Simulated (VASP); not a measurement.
# Bi (R-3m) in VASP: notebook

Bi is run at these levels: r2SCAN, PBEsol; tasks: single point.

Program: VASP 6.6.1. These are calculated values, not measurements. Logs are shortened: lines on timing, memory, paths and dates and some standing lists are left out, and cuts for length are marked.

### Step 1. The cell of the first run

Symmetry: R-3m, No. 166, trigonal system. The conventional cell has a = 3.222 Å, b = 3.222 Å, c = 7.857 Å, α = 90.00°, β = 90.00°, γ = 120.00°. Within 4.2 Å of Bi (site symmetry -3m) lie 12 Bi at 3.21 to 3.22 Å.

This isn't the form of Bi at room conditions, which is rhombohedral.

### Step 2. Single point, r2SCAN

The input, POSCAR:

```
Bi
1.0
    1.6109627710      0.9300897895      5.2380161757
   -1.6109627710      0.9300897895      5.2380161757
    0.0000000000     -1.8601795789      5.2380161757
Bi
2
Direct
    0.7500005893      0.7500005893      0.7500005893
    0.2499994107      0.2499994107      0.2499994107
```

The input, INCAR.step1:

```
SYSTEM = Bi
ALGO     = Normal         ! electronic algorithm
EDIFF    = 1E-4           ! SCF threshold, eV
ENCUT    = 520            ! plane-wave cutoff, eV
GGA      = PE             ! functional
ISMEAR   = -1             ! smearing method
LASPH    = .True.         ! aspherical terms in the spheres
LCHARG   = .False.        ! write CHGCAR
LREAL    = .False.        ! projectors in reciprocal space
LWAVE    = .True.         ! write WAVECAR
NBANDS   = 22             ! bands
NELM     = 100            ! most SCF steps
PREC     = Accurate       ! precision mode
SIGMA    = 0.05           ! smearing width, eV
```

The input, INCAR.step2:

```
SYSTEM = Bi
ALGO     = Normal         ! electronic algorithm
EDIFF    = 1E-6           ! SCF threshold, eV
ENCUT    = 520            ! plane-wave cutoff, eV
ISIF     = 2              ! what is computed and relaxed
ISMEAR   = -1             ! smearing method
ISTART   = 1            
LASPH    = .True.         ! aspherical terms in the spheres
LCHARG   = .False.        ! write CHGCAR
LMIXTAU  = .True.       
LREAL    = .False.        ! projectors in reciprocal space
LWAVE    = .False.        ! write WAVECAR
METAGGA  = R2SCAN         ! meta-GGA
NBANDS   = 22             ! bands
NELM     = 100            ! most SCF steps
PREC     = Accurate       ! precision mode
SIGMA    = 0.05           ! smearing width, eV
```

The input, KPOINTS:

```
k-points
0
Gamma
  7 7 7
  0 0 0
```

Potentials or basis: VASP PAW PBE potentials, release 64 (Bi_d).

The run is started by

```console
cat potpaw_PBE.64/Bi_d/POTCAR > POTCAR
cp INCAR.step1 INCAR
mpirun -np 1 vasp_std > vasp.out
cp INCAR.step2 INCAR
mpirun -np 1 vasp_std > vasp.out
```

OUTCAR:

```text
SYSTEM = Bi
   EDIFF = 1E-6
   ENCUT = 520
   ISIF = 2
   ISMEAR = -1
   ISTART = 1
   LASPH = .True.
   LREAL = .False.
   METAGGA = R2SCAN
   NELM = 100
   PREC = Accurate

 ion  position               nearest neighbor table
   1  0.750  0.750  0.750-   2 3.21   2 3.21   2 3.21   2 3.21   2 3.21   2 3.21
   2  0.250  0.250  0.250-   1 3.21   1 3.21   1 3.21   1 3.21   1 3.21   1 3.21

  LATTYP: Found a trigonal (rhomboedric) cell.
 ALAT       =     5.5585143270
 COS(alpha) =     0.8320099555

  Lattice vectors:

 A1 = (   1.6109627710,   0.9300897895,   5.2380161757)
 A2 = (  -1.6109627710,   0.9300897895,   5.2380161757)
 A3 = (   0.0000000000,  -1.8601795789,   5.2380161757)

Analysis of symmetry for initial positions (statically):
=====================================================================
 Subroutine PRICEL returns following result:

  LATTYP: Found a base centered monoclinic cell.
 ALAT       =     5.5585492324
 B/A-ratio  =     0.5796342548
 C/A-ratio  =     0.5779166789
 COS(beta)  =    -0.5744872883

  Lattice vectors:

 A1 = (   0.0000000000,   1.8601795789,   2.6190266084)
 A2 = (   1.6109627710,  -0.9300897894,   2.6190266084)
 A3 = (   1.6109627710,   0.9300897894,  -2.6189895673)

   2 primitive cells build up your supercell.

 Routine SETGRP: Setting up the symmetry group for a
 trigonal (rhombohedral) supercell.

 Subroutine GETGRP returns: Found 12 space group operations
 (whereof 12 operations were pure point group operations)
 out of a pool of 12 trial point group operations.

The static configuration has the point symmetry D_3d.

Analysis of symmetry for dynamics (positions and initial velocities):
=====================================================================
 Subroutine PRICEL returns following result:

  LATTYP: Found a base centered monoclinic cell.
 ALAT       =     5.5585492324
 B/A-ratio  =     0.5796342548
 C/A-ratio  =     0.5779166789
 COS(beta)  =    -0.5744872883

  Lattice vectors:

 A1 = (   0.0000000000,   1.8601795789,   2.6190266084)
 A2 = (   1.6109627710,  -0.9300897894,   2.6190266084)
 A3 = (   1.6109627710,   0.9300897894,  -2.6189895673)

   2 primitive cells build up your supercell.

 Routine SETGRP: Setting up the symmetry group for a
 trigonal (rhombohedral) supercell.

 Subroutine GETGRP returns: Found 12 space group operations
 (whereof 12 operations were pure point group operations)
 out of a pool of 12 trial point group operations.

The dynamic configuration has the point symmetry D_3d.

 Subroutine INISYM returns: Found 12 space group operations
 (whereof 12 operations are pure point group operations),
 and found     2 'primitive' translations

----------------------------------------------------------------------------------------

                                     Primitive cell

  volume of cell :      23.5450

  direct lattice vectors                    reciprocal lattice vectors
     0.000000000  1.860179579  2.619026608    -0.000001463  0.358387493  0.127274348
     1.610962771 -0.930089789  2.619026608     0.310371941 -0.179195014  0.127274348
     1.610962771  0.930089789 -2.618989567     0.310374868  0.179195014 -0.127274348

  length of vectors
     3.212408511  3.212408511  3.212378312     0.380316125  0.380316125  0.380318513

  position of ions in fractional coordinates (direct lattice)
     0.499997643  0.499997643  0.500002357

  ion indices of the primitive-cell ions
   primitive index   ion index
                 1           1

----------------------------------------------------------------------------------------

 KPOINTS: k-points

Automatic generation of k-mesh.
 Grid dimensions read from file:
 generate k-points for:    7    7    7

 Generating k-lattice:

  Cartesian coordinates                     Fractional coordinates (reciprocal lattice)
     0.044339058  0.025599167  0.009091046     0.142857143  0.000000000  0.000000000
    -0.044339058  0.025599167  0.009091046     0.000000000  0.142857143  0.000000000
     0.000000000 -0.051198334  0.009091046     0.000000000  0.000000000  0.142857143

  Length of vectors
     0.051999197  0.051999197  0.051999197

  Shift w.r.t. Gamma in fractional coordinates (k-lattice)
     0.000000000  0.000000000  0.000000000

 Subroutine IBZKPT returns following result:
 ===========================================

 Found     44 irreducible k-points:

 Following reciprocal coordinates:
            Coordinates               Weight
  0.000000  0.000000  0.000000      1.000000
  0.142857  0.000000  0.000000      6.000000
  0.285714  0.000000 -0.000000      6.000000
  0.428571  0.000000  0.000000      6.000000
  0.142857  0.142857  0.000000      6.000000
  0.285714  0.142857 -0.000000     12.000000
[... 16 lines left out ...]
  0.285714  0.285714  0.142857      6.000000
  0.428571  0.285714  0.142857     12.000000
 [... further k-points ...]
   k-points           NKPTS =     44   k-points in BZ     NKDIM =     44   number of bands    NBANDS=     22
   number of dos      NEDOS =    301   number of ions     NIONS =      2
   total plane-waves  NPLWV =  74088
   dimension x,y,z NGX =    42 NGY =   42 NGZ =   42
   dimension x,y,z NGXF=    84 NGYF=   84 NGZF=   84
   ions per type =               2
   NGX,Y,Z   is equivalent  to a cutoff of  12.56, 12.56, 12.56 a.u.
   NGXF,Y,Z  is equivalent  to a cutoff of  25.12, 25.12, 25.12 a.u.
 SYSTEM =  Bi
   PREC   = accura    normal or accurate (medium, high low for compatibility)
   ISTART =      1    job   : 0-new  1-cont  2-samecut
   ICHARG =      0    charge: 1-file 2-atom 10-const
   ISPIN  =      1    spin polarized calculation?
   LNONCOLLINEAR =      F non collinear calculations
   LSORBIT =      F    spin-orbit coupling
   LASPH  =      T    aspherical Exc in radial PAW
   ENCUT  =  520.0 eV  38.22 Ry    6.18 a.u.  10.34 10.34 10.34*2*pi/ulx,y,z
   NELM   =    100;   NELMIN=  2; NELMDL=  0     # of ELM steps
   EDIFF  = 0.1E-05   stopping-criterion for ELM
   LREAL  =      F    real-space projection
   EDIFFG = 0.1E-04   stopping-criterion for IOM
   NSW    =      0    number of steps for IOM
   IBRION =     -1    ionic relax: 0-MD 1-quasi-New 2-CG
   NFREE  =      0    steps in history (QN), initial steepest desc. (CG)
   ISIF   =      2    stress and relaxation
   ISYM   =      2    0-nonsym 1-usesym 2-fastsym
   POTIM  = 0.5000    time-step for ionic-motion
   TEBEG  =    0.0;   TEEND  =   0.0 temperature during run
   PSTRESS=    0.0 pullay stress
   NELECT =      30.0000    total number of electrons
   NUPDOWN=      -1.0000    fix difference up-down
   EMIN   =  10.00;   EMAX   =-10.00  energy-range for DOS
   EFERMI =   0.00;   METHOD = LEGACY
   ISMEAR =    -1;   SIGMA  =   0.05  broadening in eV -4-tet -1-fermi 0-gaus
   EFERMI_NEDOS =   21; number of points for ismear=-14 and -15
   IALGO  =     38    algorithm
   IMIX   =      4    mixing-type and parameters
     AMIX     =   0.40;   BMIX     =  1.00
     AMIX_MAG =   1.60;   BMIX_MAG =  1.00
  volume/ion in A,a.u.               =      23.54       158.89
  Fermi-wavevector in a.u.,A,eV,Ry     =   1.408659  2.661979 26.998301  1.984319
  Thomas-Fermi vector in A             =   2.530794
   LORBIT       =      0    0 simple, 1 ext, 2 COOP (PROOUT), +10 PAW based schemes
   METAGGA = R2SCAN    functional components
   LHFCALC =     F    Hartree Fock is set to
   AEXX    =    0.0000 exact exchange contribution
   IVDW    =     0    specifies the selected vdW correction
   LEPSILON=     F    determine dielectric tensor
   LRPA    =     F    only Hartree local field effects (RPA)
 non-spin polarized calculation
  energy-cutoff  :      520.00
  volume of cell :       47.09
 maximum number of plane-waves:      1284
 NGX is ok and might be reduce to    42
   NGX = 21   NGY = 21   NGZ = 21

 number of electron      30.0000004 magnetization

 Free energy of the ion-electron system (eV)
  ---------------------------------------------------
  ext. energy  EPLUGINS =         0.00000000
  ---------------------------------------------------
  free energy    TOTEN  =      -115.27737576 eV

  energy without entropy =     -115.26966964  energy(sigma->0) =     -115.27352270

 E-fermi :  11.8761     XC(G=0): -12.6987

 val. band max:       11.8339948390   @ k =  -0.4286   0.2857   0.2857
 cond. band min:      11.9728055486   @ k =  -0.2857  -0.4286   0.1429
 fundamental gap:      0.1388107096
 Fermi energy:        11.8761467787

 k-point     1 :       0.0000    0.0000    0.0000
  band No.  band energies     occupation
      1     -12.3013      2.00000
      2     -12.2714      2.00000
      3     -12.2714      2.00000
      4     -12.2650      2.00000
      5     -12.2516      2.00000
      6     -12.2516      2.00000
[... 14 lines left out ...]
     21      22.0252      0.00000
     22      23.4487      0.00000

 k-point     2 :       0.1429    0.0000    0.0000
  band No.  band energies     occupation
      1     -12.2878      2.00000
      2     -12.2866      2.00000
      3     -12.2303      2.00000
      4     -12.2269      2.00000
      5     -12.2236      2.00000
      6     -12.1889      2.00000
[... 14 lines left out ...]
     21      24.1270      0.00000
     22      24.1663      0.00000

 k-point     3 :       0.2857    0.0000   -0.0000
  band No.  band energies     occupation
      1     -12.3261      2.00000
      2     -12.3236      2.00000
      3     -12.1855      2.00000
      4     -12.1514      2.00000
      5     -12.1184      2.00000
      6     -12.0870      2.00000
[... 14 lines left out ...]
     21      22.1876      0.00000
     22      27.0266      0.00000

 k-point     4 :       0.4286    0.0000    0.0000
  band No.  band energies     occupation
      1     -12.3536      2.00000
      2     -12.3498      2.00000
      3     -12.2175      2.00000
      4     -12.1814      2.00000
      5     -12.0952      2.00000
      6     -12.0402      2.00000
[... 14 lines left out ...]
     21      23.3631      0.00000
     22      25.2080      0.00000

 k-point     5 :       0.1429    0.1429    0.0000
  band No.  band energies     occupation
      1     -12.3006      2.00000
      2     -12.2716      2.00000
      3     -12.2388      2.00000
      4     -12.2315      2.00000
      5     -12.2246      2.00000
      6     -12.1829      2.00000
[... 417 lines left out ...]
 k-point    22 :      -0.1429    0.1429    0.1429
  band No.  band energies     occupation
      1     -12.3553      2.00000
      2     -12.2874      2.00000
      3     -12.2106      2.00000
      4     -12.2037      2.00000
      5     -12.1832      2.00000
      6     -12.0486      2.00000
[... 14 lines left out ...]
     21      23.3380      0.00000
     22      25.1773      0.00000

 k-point    23 :       0.2857    0.2857    0.1429
  band No.  band energies     occupation
      1     -12.3097      2.00000
      2     -12.2748      2.00000
      3     -12.2229      2.00000
      4     -12.2172      2.00000
      5     -12.2127      2.00000
      6     -12.1700      2.00000
[... 14 lines left out ...]
     21      24.2400      0.00000
     22      24.9651      0.00000

 k-point    24 :       0.4286    0.2857    0.1429
  band No.  band energies     occupation
      1     -12.3258      2.00000
      2     -12.2905      2.00000
      3     -12.2329      2.00000
      4     -12.1866      2.00000
      5     -12.1466      2.00000
      6     -12.1118      2.00000
[... 14 lines left out ...]
     21      22.0567      0.00000
     22      23.1353      0.00000

 [... further k-points ...]

------------------------ aborting loop because EDIFF is reached ----------------------------------------

  FORCE on cell =-STRESS in cart. coord.  units (eV):
  Direction    XX          YY          ZZ          XY          YZ          ZX
  --------------------------------------------------------------------------------------
  -------------------------------------------------------------------------------------
  Total        8.8633968      8.8633968      8.8560257      0.0000000      0.0000000     -0.0000000
  in kB      301.5659537    301.5659537    301.3151605      0.0000000      0.0000000     -0.0000000
  external PRESSURE =     301.4823560 kB  Pullay stress =       0.0000000 kB

 VOLUME and BASIS-vectors are now :
 -----------------------------------------------------------------------------
  energy-cutoff  :      520.00
  volume of cell :       47.09
      direct lattice vectors                 reciprocal lattice vectors
     1.610962771  0.930089789  5.238016176     0.310373405  0.179194169  0.063637324
    -1.610962771  0.930089789  5.238016176    -0.310373405  0.179194169  0.063637324
     0.000000000 -1.860179579  5.238016176     0.000000000 -0.358388337  0.063637324

 POSITION                                       TOTAL-FORCE (eV/Angst)
 -----------------------------------------------------------------------------------
      0.00000      0.00000     11.78555         0.000000      0.000000      0.000000
      0.00000      0.00000      3.92850         0.000000     -0.000000     -0.000000
 -----------------------------------------------------------------------------------
    total drift:                                0.000000      0.000000      0.000000

  FREE ENERGIE OF THE ION-ELECTRON SYSTEM (eV)
  ---------------------------------------------------
  free  energy   TOTEN  =      -115.2773757607 eV

  energy  without entropy=     -115.2696696383  energy(sigma->0) =     -115.27352270
```

Wall time 3.4 min (1 thread of Intel Xeon 6975P-C (Granite Rapids), shared host); peak memory 0.28 GiB.

What came out:

* Free energy: -115.2774 eV
* Pressure: 30.1 GPa
* Band gap on the k mesh: zero (bands 15 and 16 overlap by 8.57 eV)

Caveat: the cell stands under pressure; the PAW data sets were made with another functional, which shifts forces and pressure a little; spin-orbit coupling is left out, which moves the levels of the heavy elements.

### Step 3. Single point, PBEsol

This run uses another cell than the first one, of 23.00 Å³/atom.

The input, INCAR:

```
  PREC = Accurate
  ENCUT = 520
  EDIFF = 1E-6
  ISMEAR = -1
  SIGMA = 0.05
  LREAL = False
  LASPH = True
  NELM = 60
  ALGO = Normal
  ISIF = 2
  LWAVE = False
  LCHARG = True
  GGA = PS
  LELF = True
  LVHAR = True
  NBANDS = 22
```

The input, KPOINTS:

```
Automatic mesh
0
Gamma
  7 7 7
```

The input, POSCAR:

```
Bi
1.0
    1.5982422740      0.9227456071      5.1991766782
   -1.5982422740      0.9227456071      5.1991766782
    0.0000000000     -1.8454912142      5.1991766782
Bi
2
Direct
    0.7499969975      0.7499969975      0.7499969975
    0.2500030025      0.2500030025      0.2500030025
```

Potentials or basis: VASP PAW PBE potentials, release 64 (Bi_d).

The run is started by

```console
cat potpaw_PBE.64/Bi_d/POTCAR > POTCAR
mpirun -np 1 vasp_std > vasp.out
```

OUTCAR:

```text
PREC = Accurate
   ENCUT = 520
   EDIFF = 1E-6
   ISMEAR = -1
   LREAL = False
   LASPH = True
   NELM = 60
   ISIF = 2
   GGA = PS

 ion  position               nearest neighbor table
   1  0.750  0.750  0.750-   2 3.19   2 3.19   2 3.19   2 3.19   2 3.19   2 3.19
   2  0.250  0.250  0.250-   1 3.19   1 3.19   1 3.19   1 3.19   1 3.19   1 3.19

  LATTYP: Found a trigonal (rhomboedric) cell.
 ALAT       =     5.5169988176
 COS(alpha) =     0.8321546008

  Lattice vectors:
[... 786 lines left out ...]
 [... further k-points ...]

------------------------ aborting loop because EDIFF is reached ----------------------------------------

  FORCE on cell =-STRESS in cart. coord.  units (eV):
  Direction    XX          YY          ZZ          XY          YZ          ZX
  --------------------------------------------------------------------------------------
  -------------------------------------------------------------------------------------
  Total        8.5862314      8.5862314      8.5928427      0.0000000     -0.0000000      0.0000000
  in kB      299.0217263    299.0217263    299.2519700      0.0000000     -0.0000000      0.0000000
  external PRESSURE =     299.0984742 kB  Pullay stress =       0.0000000 kB

 VOLUME and BASIS-vectors are now :
 -----------------------------------------------------------------------------
  energy-cutoff  :      520.00
  volume of cell :       46.01
      direct lattice vectors                 reciprocal lattice vectors
     1.598242274  0.922745607  5.199176678     0.312843683  0.180620385  0.064112715
    -1.598242274  0.922745607  5.199176678    -0.312843683  0.180620385  0.064112715
     0.000000000 -1.845491214  5.199176678     0.000000000 -0.361240770  0.064112715

 POSITION                                       TOTAL-FORCE (eV/Angst)
 -----------------------------------------------------------------------------------
      0.00000      0.00000     11.69810         0.000000     -0.000000      0.000555
      0.00000      0.00000      3.89943         0.000000      0.000000     -0.000555
 -----------------------------------------------------------------------------------
    total drift:                               -0.000000      0.000000     -0.000000

  FREE ENERGIE OF THE ION-ELECTRON SYSTEM (eV)
  ---------------------------------------------------
  free  energy   TOTEN  =        -7.2989555518 eV

  energy  without entropy=       -7.2897639910  energy(sigma->0) =       -7.29435977
```

It took 2.7 min on 1 thread of AMD EPYC 7R43 (Zen 3), shared host; peak memory 0.21 GiB.

What came out:

* Free energy: -7.2990 eV
* Pressure: 29.9 GPa
* Band gap on the k mesh: zero (bands 15 and 16 overlap by 8.36 eV)

Levels at points of the mesh, in eV from the Fermi level:
```tsv
k point	band 11	band 12	band 13	band 14	band 15	band 16	band 17	band 18	band 19	band 20
(0.00, 0.00, 0.00)	-16.14	-11.31	-7.32	4.79	4.79	7.21	7.21	7.32	8.24	8.71
```

Caveat: the cell stands under pressure; the PAW data sets were made with another functional, which shifts forces and pressure a little; spin-orbit coupling is left out, which moves the levels of the heavy elements.
